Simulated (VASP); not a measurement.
# GaN (Pmc2_1) in VASP: further runs

Runs on GaN. Level: LDA. Tasks: single point.

Everything below comes from runs of VASP 6.6.1. Logs are shortened: lines on timing, memory, paths and dates and some standing lists are left out, and cuts for length are marked.

## (1) The cell of the first run

It takes space group Pmc2_1 (No. 26, orthorhombic). Conventional cell: a = 3.152 Å, b = 5.459 Å, c = 5.138 Å, α = 90.00°, β = 90.00°, γ = 90.00°. Within 2.5 Å of Ga (site symmetry m) lie 4 N at 1.89 to 1.99 Å. Ga (site symmetry m) has 4 N at 1.86 to 1.96 Å within 2.5 Å. N (site symmetry m) has 4 Ga at 1.96 to 1.99 Å within 2.6 Å. N (site symmetry m) has 4 Ga at 1.86 to 1.90 Å within 2.5 Å.

## (2) Single point, LDA (atoms displaced along several vibrational modes)

INCAR

```
SYSTEM = GaN
  ALGO = Normal
  EDIFF = 1E-6
  ENCUT = 520
  ISIF = 2
  ISMEAR = 0
  LASPH = .TRUE.
  LCHARG = .FALSE.
  LREAL = .FALSE.
  LWAVE = .FALSE.
  NBANDS = 46
  NELM = 60
  PREC = Accurate
  SIGMA = 0.05
```

KPOINTS

```
k-points
0
G
  8 6 6
  0 0 0
```

POSCAR

```
GaN
1.0
   -3.1515767111      0.0000000000      0.0000000000
    0.0000000000      0.0000000000     -5.1382481593
    0.0000000000     -5.4586909876      0.0000000000
Ga N
4 4
Direct
    0.5000000000      0.0058635916      0.1797138999
    0.0000000000     -0.0044610858      0.6536194335
    0.0000000000      0.4955389142      0.3463805665
    0.5000000000      0.5058635916      0.8202861001
    0.5000000000      0.6219031693      0.1685542842
    0.0000000000      0.6266943249      0.6647790492
    0.0000000000      0.1266943249      0.3352209508
    0.5000000000      0.1219031693      0.8314457158
```

Potentials or basis: VASP PAW LDA potentials, release 64 (Ga_d, N).

Started as:

```bash
$ cat potpaw_LDA.64/Ga_d/POTCAR potpaw_LDA.64/N/POTCAR > POTCAR
$ mpirun -np 1 vasp_std > vasp.out
```

OUTCAR:

```text
SYSTEM = GaN
   EDIFF = 1E-6
   ENCUT = 520
   ISIF = 2
   ISMEAR = 0
   LASPH = .TRUE.
   LREAL = .FALSE.
   NELM = 60
   PREC = Accurate

 ion  position               nearest neighbor table
   1  0.500  0.006  0.180-   7 1.89   7 1.89   5 1.97   8 1.99
   2  0.000  0.996  0.654-   7 1.86   6 1.90   8 1.96   8 1.96
   3  0.000  0.496  0.346-   6 1.86   7 1.90   5 1.96   5 1.96
   4  0.500  0.506  0.820-   6 1.89   6 1.89   8 1.97   5 1.99
   5  0.500  0.622  0.169-   3 1.96   3 1.96   1 1.97   4 1.99
   6  0.000  0.627  0.665-   3 1.86   4 1.89   4 1.89   2 1.90
   7  0.000  0.127  0.335-   2 1.86   1 1.89   1 1.89   3 1.90
   8  0.500  0.122  0.831-   2 1.96   2 1.96   4 1.97   1 1.99

  LATTYP: Found a simple orthorhombic cell.
 ALAT       =     3.1515767111
 B/A-ratio  =     1.6303738193
 C/A-ratio  =     1.7320508076

  Lattice vectors:

 A1 = (  -3.1515767111,   0.0000000000,   0.0000000000)
 A2 = (   0.0000000000,   0.0000000000,  -5.1382481593)
 A3 = (   0.0000000000,  -5.4586909876,   0.0000000000)

Analysis of symmetry for initial positions (statically):
=====================================================================
 Subroutine PRICEL returns:
 Original cell was already a primitive cell.

 Routine SETGRP: Setting up the symmetry group for a
 simple orthorhombic supercell.

 Subroutine GETGRP returns: Found  4 space group operations
 (whereof  2 operations were pure point group operations)
 out of a pool of  8 trial point group operations.

The static configuration has the point symmetry C_1h.
 The point group associated with its full space group is C_2v.

Analysis of symmetry for dynamics (positions and initial velocities):
=====================================================================
 Subroutine PRICEL returns:
 Original cell was already a primitive cell.

 Routine SETGRP: Setting up the symmetry group for a
 simple orthorhombic supercell.

 Subroutine GETGRP returns: Found  4 space group operations
 (whereof  2 operations were pure point group operations)
 out of a pool of  8 trial point group operations.

The dynamic configuration has the point symmetry C_1h.
 The point group associated with its full space group is C_2v.

 Subroutine INISYM returns: Found  4 space group operations
 (whereof  2 operations are pure point group operations),
 and found     1 'primitive' translations

----------------------------------------------------------------------------------------

                                     Primitive cell

  volume of cell :      88.3958

  direct lattice vectors                    reciprocal lattice vectors
    -3.151576711  0.000000000  0.000000000    -0.317301494  0.000000000  0.000000000
     0.000000000  0.000000000 -5.138248159     0.000000000  0.000000000 -0.194618860
     0.000000000 -5.458690988  0.000000000     0.000000000 -0.183194103  0.000000000

  length of vectors
     3.151576711  5.138248159  5.458690988     0.317301494  0.194618860  0.183194103

  position of ions in fractional coordinates (direct lattice)
     0.500000000  0.005863592  0.179713900
     0.000000000  0.995538914  0.653619433
     0.000000000  0.495538914  0.346380567
     0.500000000  0.505863592  0.820286100
     0.500000000  0.621903169  0.168554284
     0.000000000  0.626694325  0.664779049
     0.000000000  0.126694325  0.335220951
     0.500000000  0.121903169  0.831445716

  ion indices of the primitive-cell ions
   primitive index   ion index
                 1           1
                 2           2
                 3           3
                 4           4
                 5           5
                 6           6
                 7           7
                 8           8

----------------------------------------------------------------------------------------

 KPOINTS: k-points

Automatic generation of k-mesh.
 Grid dimensions read from file:
 generate k-points for:    8    6    6

 Generating k-lattice:

  Cartesian coordinates                     Fractional coordinates (reciprocal lattice)
    -0.039662687  0.000000000  0.000000000     0.125000000  0.000000000  0.000000000
     0.000000000  0.000000000 -0.032436477     0.000000000  0.166666667  0.000000000
     0.000000000 -0.030532351  0.000000000     0.000000000  0.000000000  0.166666667

  Length of vectors
     0.039662687  0.032436477  0.030532351

  Shift w.r.t. Gamma in fractional coordinates (k-lattice)
     0.000000000  0.000000000  0.000000000

 Subroutine IBZKPT returns following result:
 ===========================================

 Found     80 irreducible k-points:

 Following reciprocal coordinates:
            Coordinates               Weight
  0.000000  0.000000  0.000000      1.000000
  0.125000  0.000000  0.000000      2.000000
  0.250000  0.000000  0.000000      2.000000
  0.375000  0.000000  0.000000      2.000000
  0.500000  0.000000  0.000000      1.000000
  0.000000  0.166667  0.000000      2.000000
[... 16 lines left out ...]
  0.250000  0.000000  0.166667      4.000000
  0.375000  0.000000  0.166667      4.000000
 [... further k-points ...]
   k-points           NKPTS =     80   k-points in BZ     NKDIM =     80   number of bands    NBANDS=     46
   number of dos      NEDOS =    301   number of ions     NIONS =      8
   total plane-waves  NPLWV =  40320
   dimension x,y,z NGX =    24 NGY =   40 NGZ =   42
   dimension x,y,z NGXF=    48 NGYF=   80 NGZF=   84
   ions per type =               4   4
   NGX,Y,Z   is equivalent  to a cutoff of  12.66, 12.94, 12.79 a.u.
   NGXF,Y,Z  is equivalent  to a cutoff of  25.32, 25.88, 25.58 a.u.
 SYSTEM =  GaN
   PREC   = accura    normal or accurate (medium, high low for compatibility)
   ISTART =      0    job   : 0-new  1-cont  2-samecut
   ICHARG =      2    charge: 1-file 2-atom 10-const
   ISPIN  =      1    spin polarized calculation?
   LNONCOLLINEAR =      F non collinear calculations
   LSORBIT =      F    spin-orbit coupling
   LASPH  =      T    aspherical Exc in radial PAW
   ENCUT  =  520.0 eV  38.22 Ry    6.18 a.u.   5.86  9.55 10.15*2*pi/ulx,y,z
   NELM   =     60;   NELMIN=  2; NELMDL= -5     # of ELM steps
   EDIFF  = 0.1E-05   stopping-criterion for ELM
   LREAL  =      F    real-space projection
   EDIFFG = 0.1E-04   stopping-criterion for IOM
   NSW    =      0    number of steps for IOM
   IBRION =     -1    ionic relax: 0-MD 1-quasi-New 2-CG
   NFREE  =      0    steps in history (QN), initial steepest desc. (CG)
   ISIF   =      2    stress and relaxation
   ISYM   =      2    0-nonsym 1-usesym 2-fastsym
   POTIM  = 0.5000    time-step for ionic-motion
   TEBEG  =    0.0;   TEEND  =   0.0 temperature during run
   PSTRESS=    0.0 pullay stress
   NELECT =      72.0000    total number of electrons
   NUPDOWN=      -1.0000    fix difference up-down
   EMIN   =  10.00;   EMAX   =-10.00  energy-range for DOS
   EFERMI =   0.00;   METHOD = LEGACY
   ISMEAR =     0;   SIGMA  =   0.05  broadening in eV -4-tet -1-fermi 0-gaus
   EFERMI_NEDOS =   21; number of points for ismear=-14 and -15
   IALGO  =     38    algorithm
   IMIX   =      4    mixing-type and parameters
     AMIX     =   0.40;   BMIX     =  1.00
     AMIX_MAG =   1.60;   BMIX_MAG =  1.00
  volume/ion in A,a.u.               =      11.05        74.57
  Fermi-wavevector in a.u.,A,eV,Ry     =   1.528886  2.889176 31.803525  2.337493
  Thomas-Fermi vector in A             =   2.636583
   LORBIT       =      0    0 simple, 1 ext, 2 COOP (PROOUT), +10 PAW based schemes
   GGA     = CA    functional components
   LHFCALC =     F    Hartree Fock is set to
   AEXX    =    0.0000 exact exchange contribution
   IVDW    =     0    specifies the selected vdW correction
   LEPSILON=     F    determine dielectric tensor
   LRPA    =     F    only Hartree local field effects (RPA)
 non-spin polarized calculation
 Gauss-broadening in eV      SIGMA  =   0.05
  energy-cutoff  :      520.00
  volume of cell :       88.40
 maximum number of plane-waves:      2408
 NGX is ok and might be reduce to    24
   NGX = 11   NGY = 19   NGZ = 21

 number of electron      71.9999959 magnetization

 Free energy of the ion-electron system (eV)
  ---------------------------------------------------
  ext. energy  EPLUGINS =         0.00000000
  ---------------------------------------------------
  free energy    TOTEN  =       -55.51294173 eV

  energy without entropy =      -55.51294173  energy(sigma->0) =      -55.51294173

 E-fermi :   5.7533     XC(G=0): -12.2979

 val. band max:        5.5087864832   @ k =   0.0000   0.0000   0.0000
 cond. band min:       7.5466519504   @ k =   0.0000   0.0000   0.0000
 fundamental gap:      2.0378654673
 Fermi energy:         5.7533143457

 k-point     1 :       0.0000    0.0000    0.0000
  band No.  band energies     occupation
      1     -10.9169      2.00000
      2     -10.1885      2.00000
      3      -9.4159      2.00000
      4      -9.3515      2.00000
      5      -8.1948      2.00000
      6      -8.1921      2.00000
[... 38 lines left out ...]
     45      15.3344      0.00000
     46      15.6477      0.00000

 k-point     2 :       0.1250    0.0000    0.0000
  band No.  band energies     occupation
      1     -10.8092      2.00000
      2     -10.1506      2.00000
      3      -9.4010      2.00000
      4      -9.3261      2.00000
      5      -8.1778      2.00000
      6      -8.1773      2.00000
[... 38 lines left out ...]
     45      15.3276      0.00000
     46      15.6214      0.00000

 k-point     3 :       0.2500    0.0000    0.0000
  band No.  band energies     occupation
      1     -10.5498      2.00000
      2     -10.0664      2.00000
      3      -9.3622      2.00000
      4      -9.2753      2.00000
      5      -8.1798      2.00000
      6      -8.1334      2.00000
[... 1018 lines left out ...]
     45      15.0178      0.00000
     46      15.5357      0.00000

 k-point    24 :       0.3750    0.0000    0.1667
  band No.  band energies     occupation
      1     -10.2985      2.00000
      2      -9.9945      2.00000
      3      -9.3251      2.00000
      4      -9.2372      2.00000
      5      -8.1676      2.00000
      6      -8.1180      2.00000
[... 38 lines left out ...]
     45      15.0582      0.00000
     46      15.3273      0.00000

 [... further k-points ...]

------------------------ aborting loop because EDIFF is reached ----------------------------------------

  FORCE on cell =-STRESS in cart. coord.  units (eV):
  Direction    XX          YY          ZZ          XY          YZ          ZX
  --------------------------------------------------------------------------------------
  -------------------------------------------------------------------------------------
  Total        1.1909197      1.2348429      1.0779722      0.0000000      0.0000000      0.0000000
  in kB       21.5854737     22.3815839     19.5382958      0.0000000      0.0000000      0.0000000
  external PRESSURE =      21.1684511 kB  Pullay stress =       0.0000000 kB

 VOLUME and BASIS-vectors are now :
 -----------------------------------------------------------------------------
  energy-cutoff  :      520.00
  volume of cell :       88.40
      direct lattice vectors                 reciprocal lattice vectors
    -3.151576711  0.000000000  0.000000000    -0.317301494  0.000000000  0.000000000
     0.000000000  0.000000000 -5.138248159     0.000000000  0.000000000 -0.194618860
     0.000000000 -5.458690988  0.000000000     0.000000000 -0.183194103  0.000000000

 POSITION                                       TOTAL-FORCE (eV/Angst)
 -----------------------------------------------------------------------------------
     -1.57579     -0.98100     -0.03013         0.000000      1.792060      0.727656
      0.00000     -3.56791     -5.11533         0.000000     -1.955851     -0.642941
      0.00000     -1.89078     -2.54620         0.000000      1.955851     -0.642941
     -1.57579     -4.47769     -2.59925         0.000000     -1.792060      0.727656
     -1.57579     -0.92009     -3.19549         0.000000     -0.053853     -0.095924
      0.00000     -3.62882     -3.22011         0.000000     -0.196181      0.011209
      0.00000     -1.82987     -0.65099         0.000000      0.196181      0.011209
     -1.57579     -4.53861     -0.62637         0.000000      0.053853     -0.095924
 -----------------------------------------------------------------------------------
    total drift:                               -0.000000      0.000001     -0.000655

  FREE ENERGIE OF THE ION-ELECTRON SYSTEM (eV)
  ---------------------------------------------------
  free  energy   TOTEN  =       -55.5129417347 eV

  energy  without entropy=      -55.5129417347  energy(sigma->0) =      -55.51294173
```

Run time: 5 min. Hardware: 1 thread of Intel Xeon Platinum 8488C (Sapphire Rapids), shared host; peak memory 0.33 GiB.

What came out:

```yaml
Free_energy: -55.5129 eV
Pressure: 2.1 GPa
Largest_force: 2.059 eV/Å
Band_gap_on_the_k_mesh: 2.04 eV
```

Forces on the atoms (eV/Å):
```
Ga   0.000  1.792  0.728
Ga   0.000 -1.956 -0.643
Ga   0.000  1.956 -0.643
Ga   0.000 -1.792  0.728
N    0.000 -0.054 -0.096
N    0.000 -0.196  0.011
N    0.000  0.196  0.011
N    0.000  0.054 -0.096
```

Stress tensor (GPa, compression positive):
```
2.16 0.00 0.00
0.00 2.24 0.00
0.00 0.00 1.95
```

Caveat: the cell differs from its parent crystal (atoms displaced along several vibrational modes); forces of over 1 eV/Å act on the atoms, so gaps and moduli don't describe the material at rest.

(Part 1 of 2 ends here.)
